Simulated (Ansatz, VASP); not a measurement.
One calculation of SiNi2, two programs

```
CELL_PARAMETERS angstrom
3.86955 0.00000 0.00000
-1.93477 3.35112 0.00000
0.00000 0.00000 4.92681
ATOMIC_POSITIONS crystal
Si 0.33333 0.66667 0.75000
Si 0.66667 0.33333 0.25000
Ni 0.00000 0.00000 0.00000
Ni 0.00000 0.00000 0.50000
Ni 0.33333 0.66667 0.25000
Ni 0.66667 0.33333 0.75000
```

Alike in both runs: functional r2SCAN; k mesh 12 × 12 × 8; occupations gaussian, width 0.1 eV; no spin polarisation.

Ansatz relaxed the structure, and its values are those at the end. VASP's run is a single point on that final structure, the one shown.

|  | VASP | Ansatz |
| --- | --- | --- |
| version | VASP 6.6.1 | Ansatz 0.2.0 |
| potentials or method | VASP PAW PBE potentials, release 64 (Si, Ni), cutoff 520 eV | scalar-relativistic, plane waves, PAW |
| valence electrons in the cell | 48 | 80 |

```csv
,VASP,Ansatz,Ansatz less VASP
gap on the k mesh at the Fermi level (eV),none,none,-
pressure (GPa),0.3,0.0,-0.30
```

VASP's potentials were made for PBE, not for r2SCAN. A gap of «none» marks a metal or a gap that the smearing closes. The functional is the same, so the differences come from potentials, cutoffs and numerics. VASP's potentials hold 48 valence electrons a cell and Ansatz's 80, so a difference there can come from the potentials and not from the codes.
